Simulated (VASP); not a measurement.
# Ni (Fm-3m) in VASP: single point with r2SCAN

Aim: the single point of Ni with r2SCAN.

Everything below comes from runs of VASP 6.6.1. Logs are shortened: lines on timing, memory, paths and dates and some standing lists are left out, and cuts for length are marked.

**1. The cell of the first run**

Symmetry: Fm-3m, No. 225, cubic system. Conventional cell: a = 3.535 Å, b = 3.535 Å, c = 3.535 Å, α = 90.00°, β = 90.00°, γ = 90.00°. Within 3.3 Å of Ni (site symmetry m-3m) lie 12 Ni at 2.50 Å.

**2. Single point, r2SCAN**

File POSCAR:

```
Ni
1.0
   -1.7673000000     -3.5346000000     -1.7673000000
   -1.7673000000      0.0000000000     -1.7673000000
    1.7673000000      0.0000000000     -1.7673000000
Ni
2
Direct
    0.0000000000      0.0000000000      0.0000000000
    0.5000000000      0.0000000000      0.5000000000
```

File INCAR.step1:

```
  PREC = Accurate
  ENCUT = 520
  ISMEAR = -1
  SIGMA = 0.1
  LREAL = F
  LASPH = T
  NELM = 100
  ISYM = 0
  NBANDS = 17
  GGA = PE
  ALGO = Normal
  EDIFF = 1E-4
  LWAVE = T
  LCHARG = F
```

File INCAR.step2:

```
  PREC = Accurate
  ENCUT = 520
  EDIFF = 1E-7
  ISMEAR = -1
  SIGMA = 0.1
  LREAL = F
  LASPH = T
  NELM = 100
  ALGO = Normal
  ISIF = 2
  LWAVE = F
  LCHARG = F
  METAGGA = R2SCAN
  LMIXTAU = T
  ISYM = 0
  NBANDS = 17
  ISTART = 1
```

File KPOINTS:

```
Automatic mesh
0
Gamma
  8 14 11
```

Potentials or basis: VASP PAW PBE potentials, release 64 (Ni).

Launch:

```
$ cat potpaw_PBE.64/Ni/POTCAR > POTCAR
$ cp INCAR.step1 INCAR
$ mpirun -np 1 vasp_std > vasp.out
$ cp INCAR.step2 INCAR
$ mpirun -np 1 vasp_std > vasp.out
```

OUTCAR:

```text
PREC = Accurate
   ENCUT = 520
   EDIFF = 1E-7
   ISMEAR = -1
   LREAL = F
   LASPH = T
   NELM = 100
   ISIF = 2
   METAGGA = R2SCAN
   ISYM = 0
   ISTART = 1

 ion  position               nearest neighbor table
   1  0.000  0.000  0.000-   2 2.50   2 2.50   2 2.50   2 2.50   2 2.50   2 2.50   2 2.50   2 2.50

   2  0.500  0.000  0.500-   1 2.50   1 2.50   1 2.50   1 2.50   1 2.50   1 2.50   1 2.50   1 2.50

IMPORTANT INFORMATION: All symmetrisations will be switched off!
NOSYMM: (Re-)initialisation of all symmetry stuff for point group C_1.

----------------------------------------------------------------------------------------

                                     Primitive cell

  volume of cell :      22.0796

  direct lattice vectors                    reciprocal lattice vectors
    -1.767300000 -3.534600000 -1.767300000     0.000000000 -0.282917445  0.000000000
    -1.767300000  0.000000000 -1.767300000    -0.282917445  0.282917445 -0.282917445
     1.767300000  0.000000000 -1.767300000     0.282917445  0.000000000 -0.282917445

  length of vectors
     4.328983222  2.499339629  2.499339629     0.282917445  0.490027389  0.400105687

  position of ions in fractional coordinates (direct lattice)
     0.000000000  0.000000000  0.000000000
     0.500000000  0.000000000  0.500000000

  ion indices of the primitive-cell ions
   primitive index   ion index
                 1           1
                 2           2

----------------------------------------------------------------------------------------

 KPOINTS: Automatic mesh

Automatic generation of k-mesh.
 Grid dimensions read from file:
 generate k-points for:    8   14   11

 Generating k-lattice:

  Cartesian coordinates                     Fractional coordinates (reciprocal lattice)
     0.000000000 -0.035364681  0.000000000     0.125000000  0.000000000  0.000000000
    -0.020208389  0.020208389 -0.020208389     0.000000000  0.071428571  0.000000000
     0.025719768  0.000000000 -0.025719768     0.000000000  0.000000000  0.090909091

  Length of vectors
     0.035364681  0.035001956  0.036373244

  Shift w.r.t. Gamma in fractional coordinates (k-lattice)
     0.000000000  0.000000000  0.000000000

 -----------------------------------------------------------------------------
|                                                                             |
|           W    W    AA    RRRRR   N    N  II  N    N   GGGG   !!!           |
|           W    W   A  A   R    R  NN   N  II  NN   N  G    G  !!!           |
|           W    W  A    A  R    R  N N  N  II  N N  N  G       !!!           |
|           W WW W  AAAAAA  RRRRR   N  N N  II  N  N N  G  GGG   !            |
|           WW  WW  A    A  R   R   N   NN  II  N   NN  G    G                |
|           W    W  A    A  R    R  N    N  II  N    N   GGGG   !!!           |
|                                                                             |
|     Your reciprocal lattice and k-lattice belong to different lattice       |
|     classes:                                                                |
|                                                                             |
|        The reciprocal lattice is simple tetragonal,                         |
|        whereas your k-lattice is simple monoclinic.                         |
|                                                                             |
|     Results are often still useful ...                                      |
|                                                                             |
 -----------------------------------------------------------------------------

 WARNING: IBZKPT: internal override: KBLOWUP is changed to .FALSE.
      ... skipping the blow-up phase ...

 Subroutine IBZKPT returns following result:
 ===========================================

 Found    618 irreducible k-points:

 Following reciprocal coordinates:
            Coordinates               Weight
  0.000000  0.000000  0.000000      1.000000
  0.125000  0.000000  0.000000      2.000000
  0.250000  0.000000  0.000000      2.000000
  0.375000  0.000000  0.000000      2.000000
  0.500000  0.000000  0.000000      1.000000
  0.000000  0.071429  0.000000      2.000000
[... 16 lines left out ...]
  0.125000  0.214286  0.000000      2.000000
  0.250000  0.214286  0.000000      2.000000
 [... further k-points ...]
   k-points           NKPTS =    618   k-points in BZ     NKDIM =    618   number of bands    NBANDS=     17
   number of dos      NEDOS =    301   number of ions     NIONS =      2
   total plane-waves  NPLWV =  12800
   dimension x,y,z NGX =    32 NGY =   20 NGZ =   20
   dimension x,y,z NGXF=    64 NGYF=   40 NGZF=   40
   ions per type =               2
   NGX,Y,Z   is equivalent  to a cutoff of  12.29, 13.30, 13.30 a.u.
   NGXF,Y,Z  is equivalent  to a cutoff of  24.58, 26.61, 26.61 a.u.
 SYSTEM =  unknown system
   PREC   = accura    normal or accurate (medium, high low for compatibility)
   ISTART =      1    job   : 0-new  1-cont  2-samecut
   ICHARG =      0    charge: 1-file 2-atom 10-const
   ISPIN  =      1    spin polarized calculation?
   LNONCOLLINEAR =      F non collinear calculations
   LSORBIT =      F    spin-orbit coupling
   LASPH  =      T    aspherical Exc in radial PAW
   ENCUT  =  520.0 eV  38.22 Ry    6.18 a.u.   8.05  4.65  4.65*2*pi/ulx,y,z
   NELM   =    100;   NELMIN=  2; NELMDL=  0     # of ELM steps
   EDIFF  = 0.1E-06   stopping-criterion for ELM
   LREAL  =      F    real-space projection
   EDIFFG = 0.1E-05   stopping-criterion for IOM
   NSW    =      0    number of steps for IOM
   IBRION =     -1    ionic relax: 0-MD 1-quasi-New 2-CG
   NFREE  =      0    steps in history (QN), initial steepest desc. (CG)
   ISIF   =      2    stress and relaxation
   ISYM   =      0    0-nonsym 1-usesym 2-fastsym
   POTIM  = 0.5000    time-step for ionic-motion
   TEBEG  =    0.0;   TEEND  =   0.0 temperature during run
   PSTRESS=    0.0 pullay stress
   NELECT =      20.0000    total number of electrons
   NUPDOWN=      -1.0000    fix difference up-down
   EMIN   =  10.00;   EMAX   =-10.00  energy-range for DOS
   EFERMI =   0.00;   METHOD = LEGACY
   ISMEAR =    -1;   SIGMA  =   0.10  broadening in eV -4-tet -1-fermi 0-gaus
   EFERMI_NEDOS =   21; number of points for ismear=-14 and -15
   IALGO  =     38    algorithm
   IMIX   =      4    mixing-type and parameters
     AMIX     =   0.40;   BMIX     =  1.00
     AMIX_MAG =   1.60;   BMIX_MAG =  1.00
  volume/ion in A,a.u.               =      11.04        74.50
  Fermi-wavevector in a.u.,A,eV,Ry     =   1.583998  2.993322 34.137682  2.509049
  Thomas-Fermi vector in A             =   2.683683
   LORBIT       =      0    0 simple, 1 ext, 2 COOP (PROOUT), +10 PAW based schemes
   METAGGA = R2SCAN    functional components
   LHFCALC =     F    Hartree Fock is set to
   AEXX    =    0.0000 exact exchange contribution
   IVDW    =     0    specifies the selected vdW correction
   LEPSILON=     F    determine dielectric tensor
   LRPA    =     F    only Hartree local field effects (RPA)
 non-spin polarized calculation
  energy-cutoff  :      520.00
  volume of cell :       22.08
 maximum number of plane-waves:       613
   NGX = 17   NGY =  9   NGZ =  9

 number of electron      19.9999987 magnetization

 Free energy of the ion-electron system (eV)
  ---------------------------------------------------
  ext. energy  EPLUGINS =         0.00000000
  ---------------------------------------------------
  free energy    TOTEN  =       -23.70334517 eV

  energy without entropy =      -23.52962983  energy(sigma->0) =      -23.61648750

 E-fermi :   8.7743     XC(G=0): -14.2541

 val. band max:        8.7725002983   @ k =   0.5000  -0.2857   0.4545
 cond. band min:       8.7767164200   @ k =   0.3750   0.2857   0.4545
 fundamental gap:      0.0042161216
 Fermi energy:         8.7743162342

 k-point     1 :       0.0000    0.0000    0.0000
  band No.  band energies     occupation
      1      -0.2838      2.00000
      2       4.4196      2.00000
      3       5.0593      2.00000
      4       6.9277      2.00000
      5       6.9283      2.00000
      6       6.9285      2.00000
[... 9 lines left out ...]
     16      29.1335      0.00000
     17      33.0287      0.00000

 k-point     2 :       0.1250    0.0000    0.0000
  band No.  band energies     occupation
      1      -0.0743      2.00000
      2       4.4209      2.00000
      3       5.1250      2.00000
      4       6.8512      2.00000
      5       6.9857      2.00000
      6       6.9865      2.00000
[... 9 lines left out ...]
     16      29.2024      0.00000
     17      32.9324      0.00000

 k-point     3 :       0.2500    0.0000    0.0000
  band No.  band energies     occupation
      1       0.5407      2.00000
      2       4.3227      2.00000
      3       5.3144      2.00000
      4       6.6345      2.00000
      5       7.1566      2.00000
      6       7.1574      2.00000
[... 9 lines left out ...]
     16      29.4146      0.00000
     17      31.9992      0.00000

 k-point     4 :       0.3750    0.0000    0.0000
  band No.  band energies     occupation
      1       1.5120      2.00000
      2       3.7946      2.00000
      3       5.6038      2.00000
      4       6.3177      2.00000
      5       7.4303      2.00000
      6       7.4311      2.00000
[... 9 lines left out ...]
     16      29.7854      0.00000
     17      31.1233      0.00000
[... 343 lines left out ...]
      1       1.4672      2.00000
      2       4.9705      2.00000
      3       5.5591      2.00000
      4       6.5791      2.00000
      5       7.0925      2.00000
      6       7.1259      2.00000
[... 9 lines left out ...]
     16      27.0052      0.00000
     17      31.1931      0.00000

 k-point    23 :       0.1250    0.2143    0.0000
  band No.  band energies     occupation
      1       1.0112      2.00000
      2       4.9978      2.00000
      3       5.4271      2.00000
      4       6.6114      2.00000
      5       7.1260      2.00000
      6       7.1559      2.00000
[... 9 lines left out ...]
     16      28.0352      0.00000
     17      30.9933      0.00000

 k-point    24 :       0.2500    0.2143    0.0000
  band No.  band energies     occupation
      1       0.9291      2.00000
      2       4.9902      2.00000
      3       5.4061      2.00000
      4       6.6132      2.00000
      5       7.1272      2.00000
      6       7.1691      2.00000
[... 9 lines left out ...]
     16      29.0208      0.00000
     17      30.9136      0.00000

 [... further k-points ...]

------------------------ aborting loop because EDIFF is reached ----------------------------------------

  FORCE on cell =-STRESS in cart. coord.  units (eV):
  Direction    XX          YY          ZZ          XY          YZ          ZX
  --------------------------------------------------------------------------------------
  -------------------------------------------------------------------------------------
  Total       -1.4915889     -1.5257697     -1.4915908      0.0007569      0.0007571     -0.0074189
  in kB     -108.2352930   -110.7155810   -108.2354308      0.0549271      0.0549369     -0.5383439
  external PRESSURE =    -109.0621016 kB  Pullay stress =       0.0000000 kB

 VOLUME and BASIS-vectors are now :
 -----------------------------------------------------------------------------
  energy-cutoff  :      520.00
  volume of cell :       22.08
      direct lattice vectors                 reciprocal lattice vectors
    -1.767300000 -3.534600000 -1.767300000     0.000000000 -0.282917445  0.000000000
    -1.767300000  0.000000000 -1.767300000    -0.282917445  0.282917445 -0.282917445
     1.767300000  0.000000000 -1.767300000     0.282917445  0.000000000 -0.282917445

 POSITION                                       TOTAL-FORCE (eV/Angst)
 -----------------------------------------------------------------------------------
      0.00000      0.00000      0.00000        -0.000000      0.000000      0.000000
      0.00000     -1.76730     -1.76730         0.000000     -0.000000     -0.000000
 -----------------------------------------------------------------------------------
    total drift:                                0.000000      0.000000     -0.000000

  FREE ENERGIE OF THE ION-ELECTRON SYSTEM (eV)
  ---------------------------------------------------
  free  energy   TOTEN  =       -23.7033451664 eV

  energy  without entropy=      -23.5296298263  energy(sigma->0) =      -23.61648750
```

It took 6.8 min on 1 thread of Intel Xeon 6975P-C, shared host; peak memory 0.3 GiB.

What came out:

```yaml
Free_energy: -23.7033 eV
Pressure: -10.9 GPa
Band_gap_on_the_k_mesh: zero (band 10 reaches 8.94 eV, above the bottom of band 11 at 8.18 eV)
```

Levels at points of the mesh, in eV from the Fermi level:
```csv
k point,band 7,band 8,band 9,band 10,band 11,band 12,band 13,band 14
"(0.00, 0.00, 0.00)",-0.83,-0.83,-0.11,0.17,0.17,2.72,9.76,15.64
"(0.50, 0.00, 0.00)",-0.99,-0.99,-0.99,-0.99,-0.48,-0.48,20.18,20.18
"(0.00, 0.50, 0.00)",-0.13,-0.13,-0.05,-0.05,-0.05,-0.05,6.24,6.24
"(0.50, 0.50, 0.00)",-1.27,-1.27,-0.77,-0.77,1.45,1.45,12.11,12.11
```

Caveat: the PAW data sets were made with another functional, which shifts forces and pressure a little; the run has no spin polarisation, though such a crystal can be magnetic. Spin polarisation is off, so any magnetic state and its effect on volume and gap are missing.
